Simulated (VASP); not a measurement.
## WS2: relaxation of shape and atoms at fixed volume with BLYP+D3(BJ)

Crystal: WS2.

```
W S
1.0
     1.59434    0.92049    5.85291
    -1.59434    0.92049    5.85291
     0.00000   -1.84099    5.85291
W S
1 2
Direct
  0.99938 0.99938 0.99938
  0.75560 0.75560 0.75560
  0.57632 0.57632 0.57632
```

| Quantity | Value |
| --- | --- |
| Program | VASP 6.6.1 |
| Task | relaxation of shape and atoms at fixed volume |
| Functional | BLYP |
| Dispersion | D3(BJ) |
| Potentials or basis | VASP PAW PBE potentials, release 64 (W_sv, S) |
| Cutoff | 500 eV |
| k mesh | 8 × 8 × 8 |
| Occupations | gaussian, width 0.05 eV |
| Spin | collinear spin |
| Starting moments | [0.05, 0.0, 0.0] μB |
| Dipole correction | no |
| Further INCAR settings | ALGO = Normal; EDIFF = 1e-07; IBRION = 2; EDIFFG = -0.01; NSW = 60; ISIF = 4 |

```json
{
 "Pressure after relaxing": "0.1 GPa",
 "Largest force after relaxing": "0.006 eV/Å",
 "Band gap on the k mesh": "0.94 eV (least direct gap 1.88 eV)",
 "Net moment": "0.00 μB per cell",
 "Valence electrons inside the program's atomic spheres": "W 12.02; S 3.76",
 "Dispersion energy per atom": "-0.992 eV"
}
```

Forces on the atoms (eV/Å):
```
W    0.000  0.000  0.000
S    0.000  0.000  0.005
S    0.000  0.000 -0.006
```

Final structure:
```
CELL_PARAMETERS angstrom
1.59434 0.92049 5.85291
-1.59434 0.92049 5.85291
0.00000 -1.84099 5.85291
ATOMIC_POSITIONS crystal
W 0.99938 0.99938 0.99938
S 0.75560 0.75560 0.75560
S 0.57632 0.57632 0.57632
```

Levels at points of the mesh, in eV from the valence-band top:
Spin up:
| k point | band 9 | band 10 | band 11 | band 12 | band 13 | band 14 | band 15 | band 16 | band 17 |
| --- | --- | --- | --- | --- | --- | --- | --- | --- | --- |
| (0.00, 0.00, 0.00) | -3.67 | -2.56 | -2.56 | -1.38 | -1.16 | 1.84 | 1.84 | 2.20 | 2.20 |
| (0.50, 0.00, 0.00) | -5.34 | -4.36 | -2.64 | -1.98 | -1.81 | 1.94 | 2.25 | 3.31 | 3.43 |
| (0.50, 0.50, 0.00) | -4.98 | -4.18 | -3.43 | -2.38 | -1.65 | 1.86 | 2.39 | 2.95 | 4.12 |
| (0.50, 0.50, 0.50) | -3.71 | -3.71 | -2.48 | -2.48 | 0.00 | 1.88 | 1.88 | 2.07 | 2.07 |
Spin down:
| k point | band 11 | band 12 | band 13 | band 14 | band 15 | band 16 |
| --- | --- | --- | --- | --- | --- | --- |
| (0.00, 0.00, 0.00) | -2.56 | -1.38 | -1.16 | 1.84 | 1.84 | 2.20 |
| (0.50, 0.00, 0.00) | -2.64 | -1.98 | -1.81 | 1.94 | 2.25 | 3.31 |
| (0.50, 0.50, 0.00) | -3.43 | -2.38 | -1.65 | 1.86 | 2.39 | 2.95 |
| (0.50, 0.50, 0.50) | -2.48 | -2.48 | 0.00 | 1.88 | 1.88 | 2.07 |

It took 11 min on 1 thread of Intel Xeon 8259CL (shared host), peak memory 0.46 GiB.

Caveat: the relaxation stopped at its first step, so nothing moved; the PAW data sets were made with another functional, which shifts forces and pressure a little; spin-orbit coupling is left out, which moves the levels of the heavy elements. A k mesh can miss the band edges.
